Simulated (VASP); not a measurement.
# Mo4HS8 in VASP: single point with PBE+D3(BJ)

Aim: the single point of Mo4HS8 with PBE+D3(BJ).

Program: VASP 6.6.1. These are calculated values, not measurements. Logs are shortened: lines on timing, memory, paths and dates and some standing lists are left out, and cuts for length are marked.

## 1. The cell of the first run

The cell holds a slab with vacuum, 13 atoms: a = 6.306 Å, b = 6.306 Å, c = 21.127 Å, α = 90.00°, β = 90.00°, γ = 120.00°.

## 2. Single point, PBE+D3(BJ), collinear spin

Input file INCAR:

```
PREC = Accurate
ENCUT = 520
EDIFF = 1E-6
ISMEAR = 0
SIGMA = 0.05
LREAL = F
LASPH = T
NELM = 150
ALGO = Normal
ISIF = 2
LWAVE = F
LCHARG = F
ISPIN = 2
MAGMOM = 0 0 0 0 0 0 0 0 0 0 0 0 1
LORBIT = 11
LMAXMIX = 4
LDIPOL = T
IDIPOL = 3
DIPOL = 0.5 0.5 0.462
GGA = PE
IVDW = 12
NBANDS = 68
```

Input file KPOINTS:

```
regular mesh
0
Gamma
  3 3 1
```

Input file POSCAR:

```
Mo4HS8
1.0
    6.3058975174      0.0000000000      0.0000000000
   -3.1529487587      5.4610674438      0.0000000000
    0.0000000000      0.0000000000     21.1272323976
S Mo H
8 4 1
Direct
    0.6666666667      0.3333333333      0.3786582100
    0.6666666667      0.8333333333      0.3786582100
    0.1666666667      0.3333333333      0.3786582100
    0.1666666667      0.8333333333      0.3786582100
    0.6610727899      0.3389272101      0.5283871704
    0.6610727899      0.8221455798      0.5283871704
    0.1778544202      0.3389272101      0.5283871704
    0.1666666667      0.8333333333      0.5270869147
    0.3334236305      0.1668472610      0.4528661443
    0.3334236305      0.6665763695      0.4528661443
    0.8333333333      0.1666666667      0.4529197352
    0.8331527390      0.6665763695      0.4528661443
    0.5000000000      0.5000000000      0.5713707735
```

Potentials or basis: VASP PAW PBE potentials, release 64 (S, Mo_sv, H).

Started as:

```bash
$ cat potpaw_PBE.64/S/POTCAR potpaw_PBE.64/Mo_sv/POTCAR potpaw_PBE.64/H/POTCAR > POTCAR
$ mpirun -np 1 vasp_std > vasp.out
```

OUTCAR:

```text
PREC = Accurate
   ENCUT = 520
   EDIFF = 1E-6
   ISMEAR = 0
   LREAL = F
   LASPH = T
   NELM = 150
   ISIF = 2
   ISPIN = 2
   LORBIT = 11
   GGA = PE
   IVDW = 12
 IVDW          = 12

 ion  position               nearest neighbor table
   1  0.667  0.333  0.379-   9 2.40  12 2.40  11 2.40
   2  0.667  0.833  0.379-  12 2.40  10 2.40  11 2.40
   3  0.167  0.333  0.379-   9 2.40  10 2.40  11 2.40
   4  0.167  0.833  0.379-  10 2.40  12 2.40   9 2.40
   5  0.661  0.339  0.528-   9 2.40  12 2.40  11 2.47
   6  0.661  0.822  0.528-  10 2.40  12 2.40  11 2.47
   7  0.178  0.339  0.528-   9 2.40  10 2.40  11 2.47
   8  0.167  0.833  0.527-  10 2.40  12 2.40   9 2.40
   9  0.333  0.167  0.453-   5 2.40   7 2.40   3 2.40   1 2.40   4 2.40   8 2.40  10 3.15  12 3.15
                            11 3.15  11 3.15  10 3.15  12 3.15
  10  0.333  0.667  0.453-   6 2.40   7 2.40   2 2.40   3 2.40   4 2.40   8 2.40  12 3.15   9 3.15
                            11 3.15  11 3.15  12 3.15   9 3.15
  11  0.833  0.167  0.453-   1 2.40   3 2.40   2 2.40   5 2.47   7 2.47   6 2.47   9 3.15  12 3.15
                            10 3.15  10 3.15   9 3.15  12 3.15
  12  0.833  0.667  0.453-   6 2.40   5 2.40   2 2.40   1 2.40   4 2.40   8 2.40  10 3.15   9 3.15
                            11 3.15  11 3.15  10 3.15   9 3.15
  13  0.500  0.500  0.571-

  LATTYP: Found a hexagonal cell.
 ALAT       =     6.3058975174
 C/A-ratio  =     3.3503926030

  Lattice vectors:

 A1 = (   6.3058975174,   0.0000000000,   0.0000000000)
 A2 = (  -3.1529487587,   5.4610674438,   0.0000000000)
 A3 = (   0.0000000000,   0.0000000000,  21.1272323976)

Analysis of symmetry for initial positions (statically):
=====================================================================
 Subroutine PRICEL returns:
 Original cell was already a primitive cell.

 Routine SETGRP: Setting up the symmetry group for a
 hexagonal supercell.

 Subroutine GETGRP returns: Found  6 space group operations
 (whereof  2 operations were pure point group operations)
 out of a pool of 24 trial point group operations.

The static configuration has the point symmetry C_1h.
 The point group associated with its full space group is C_3v.

Analysis of symmetry for dynamics (positions and initial velocities):
=====================================================================
 Subroutine PRICEL returns:
 Original cell was already a primitive cell.
[... 382 lines left out ...]
     63       0.8753      0.00000
     64       1.4863      0.00000
 Fermi energy:        -1.1983352652

 spin component 2

 k-point     1 :       0.0000    0.0000    0.0000
  band No.  band energies     occupation
      1     -62.8656      1.00000
      2     -62.8321      1.00000
      3     -62.8321      1.00000
      4     -62.6555      1.00000
      5     -37.2252      1.00000
      6     -37.1357      1.00000
[... 190 lines left out ...]
     63       0.8880      0.00000
     64       1.5265      0.00000
 [bands above 64 left out]

------------------------ aborting loop because EDIFF is reached ----------------------------------------

 vacuum level on the upper side and lower side of the slab       (xc-potential included)        -0.175         0.007

 Edisp (eV)   -3.94198

 E8    (eV) :    -1.6893

  FORCE on cell =-STRESS in cart. coord.  units (eV):
  Direction    XX          YY          ZZ          XY          YZ          ZX
  --------------------------------------------------------------------------------------
  -------------------------------------------------------------------------------------
  Total      -0.80289    -0.80289    -0.27124     0.00000     0.00000     0.00000
  in kB      -1.76806    -1.76806    -0.59730     0.00000     0.00000     0.00000
  external pressure =       -1.38 kB  Pullay stress =        0.00 kB

 VOLUME and BASIS-vectors are now :
 -----------------------------------------------------------------------------
  energy-cutoff  :      520.00
  volume of cell :      727.56
      direct lattice vectors                 reciprocal lattice vectors
     6.305897517  0.000000000  0.000000000     0.158581708  0.091557192  0.000000000
    -3.152948759  5.461067444  0.000000000     0.000000000  0.183114384  0.000000000
     0.000000000  0.000000000 21.127232398     0.000000000  0.000000000  0.047332276

 POSITION                                       TOTAL-FORCE (eV/Angst)
 -----------------------------------------------------------------------------------
      3.15295      1.82036      8.00000         0.110157     -0.063599      0.045069
      1.57647      4.55089      8.00000        -0.000000      0.127198      0.045069
      0.00000      1.82036      8.00000        -0.110157     -0.063599      0.045069
     -1.57647      4.55089      8.00000        -0.000000     -0.000000     -0.092325
      3.10004      1.85090     11.16336        -0.003791      0.002189     -0.009459
      1.57647      4.48979     11.16336         0.000000     -0.004378     -0.009459
      0.05291      1.85090     11.16336         0.003791      0.002189     -0.009459
     -1.57647      4.55089     11.13589        -0.000000     -0.000000     -0.013975
      1.57647      0.91116      9.56781        -0.000000      0.000181      0.008036
      0.00085      3.64022      9.56781         0.000157     -0.000091      0.008036
      4.72942      0.91018      9.56894        -0.000000     -0.000000     -0.018526
      3.15209      3.64022      9.56781        -0.000157     -0.000091      0.008036
      1.57647      2.73053     12.07148        -0.000000     -0.000000     -0.006114
 -----------------------------------------------------------------------------------
    total drift:                               -0.000000      0.000000     -0.000053

  FREE ENERGIE OF THE ION-ELECTRON SYSTEM (eV)
  ---------------------------------------------------
  free  energy   TOTEN  =       -92.6946672217 eV

  energy  without entropy=      -92.6887781786  energy(sigma->0) =      -92.69172270

 vacuum level on the upper side and lower side of the slab         3.688         3.848

 total charge

# of ion       s       p       d       tot
------------------------------------------
    1        1.363   2.340   0.000   3.703
    2        1.363   2.340   0.000   3.703
    3        1.363   2.340   0.000   3.703
    4        1.363   2.344   0.000   3.707
    5        1.365   2.323   0.000   3.688
    6        1.365   2.323   0.000   3.688
    7        1.365   2.323   0.000   3.688
    8        1.362   2.345   0.000   3.707
    9        2.292   6.225   3.963  12.480
   10        2.292   6.225   3.963  12.480
   11        2.277   6.200   3.950  12.427
   12        2.292   6.225   3.963  12.480
   13        0.409   0.014   0.000   0.423
--------------------------------------------------
tot         20.473  43.568  15.838  79.879

 magnetization (x)

# of ion       s       p       d       tot
------------------------------------------
    1        0.000   0.001   0.000   0.001
    2        0.000   0.001   0.000   0.001
    3        0.000   0.001   0.000   0.001
    4        0.001   0.016   0.000   0.017
    5        0.007  -0.001   0.000   0.006
    6        0.007  -0.001   0.000   0.006
    7        0.007  -0.001   0.000   0.006
    8        0.001   0.015   0.000   0.015
    9       -0.000   0.001   0.000   0.001
   10       -0.000   0.001   0.000   0.001
   11        0.004   0.007   0.231   0.241
   12       -0.000   0.001   0.000   0.001
   13        0.091   0.000   0.000   0.091
--------------------------------------------------
tot          0.115   0.039   0.232   0.386
```

OSZICAR:

```text
N       E                     dE             d eps       ncg     rms          rms(c)
DAV:   1     0.892500835948E+03    0.89250E+03   -0.51837E+04  1008   0.124E+03
DAV:   2    -0.444480664118E+01   -0.89695E+03   -0.87734E+03  1112   0.286E+02
[... 22 lines left out ...]
DAV:  25    -0.887526286170E+02   -0.61939E-04   -0.20097E-06   776   0.168E-03    0.620E-04
DAV:  26    -0.887526665256E+02   -0.37909E-04   -0.17082E-06   776   0.142E-03    0.424E-04
DAV:  27    -0.887526769083E+02   -0.10383E-04   -0.37932E-07   712   0.761E-04    0.238E-04
DAV:  28    -0.887526834028E+02   -0.64944E-05   -0.37936E-07   712   0.684E-04    0.219E-04
DAV:  29    -0.887526845656E+02   -0.11628E-05   -0.54452E-08   560   0.333E-04    0.157E-04
DAV:  30    -0.887526848243E+02   -0.25875E-06   -0.11353E-08   496   0.187E-04
   1 F= -.92694667E+02 E0= -.92691723E+02  d E =-.588904E-02  mag=     0.5556
```

stdout:

```text
POSCAR found type information on POSCAR S MoH
 POSCAR found :  3 types and      13 ions
 scaLAPACK will be used
 LDA part: xc-table for (Slater+PW92), standard interpolation
 POSCAR, INCAR and KPOINTS ok, starting setup
 FFT: planning ... GRIDC
 FFT: planning ... GRID_SOFT
 FFT: planning ... GRID
 WAVECAR not read
 entering main loop
```

Run time: 18 min. Hardware: 1 thread of Intel Xeon Platinum 8259CL at 2.50GHz (Skylake/Cascade Lake), shared host; peak memory 1.1 GiB.

Results:

```
Free energy                                           : -92.6947 eV
Largest force                                         : 0.135 eV/Å
Net moment                                            : 0.56 μB per cell
Site moments                                          : S +0.00, +0.02, +0.01 (each value once); Mo +0.00, +0.24 (each value once); H +0.09 μB
Valence electrons inside the program's atomic spheres : S 3.70, 3.71, 3.69 (each value once); Mo 12.48, 12.43 (each value once); H 0.42
Dispersion energy per atom                            : -0.303 eV
```

Forces in eV/Å, atoms in the order of the input:
```
S    0.110 -0.064  0.045
S    0.000  0.127  0.045
S   -0.110 -0.064  0.045
S    0.000  0.000 -0.092
S   -0.004  0.002 -0.009
S    0.000 -0.004 -0.009
S    0.004  0.002 -0.009
S    0.000  0.000 -0.014
Mo   0.000  0.000  0.008
Mo   0.000  0.000  0.008
Mo   0.000  0.000 -0.019
Mo   0.000  0.000  0.008
H    0.000  0.000 -0.006
```

Levels at points of the mesh, in eV from the Fermi level:
Spin up:
```csv
k point,band 51,band 52,band 53,band 54,band 55,band 56
"(0.00, 0.00, 0.00)",-1.54,-1.15,0.64,1.48,1.48,1.51
```
Spin down:
| k point | band 49 | band 50 | band 51 | band 52 | band 53 | band 54 | band 55 | band 56 |
| --- | --- | --- | --- | --- | --- | --- | --- | --- |
| (0.00, 0.00, 0.00) | -1.54 | -1.52 | -1.52 | -1.10 | 1.02 | 1.51 | 1.55 | 1.55 |

Caveat: the k points lie up to 0.38 Å⁻¹ apart.
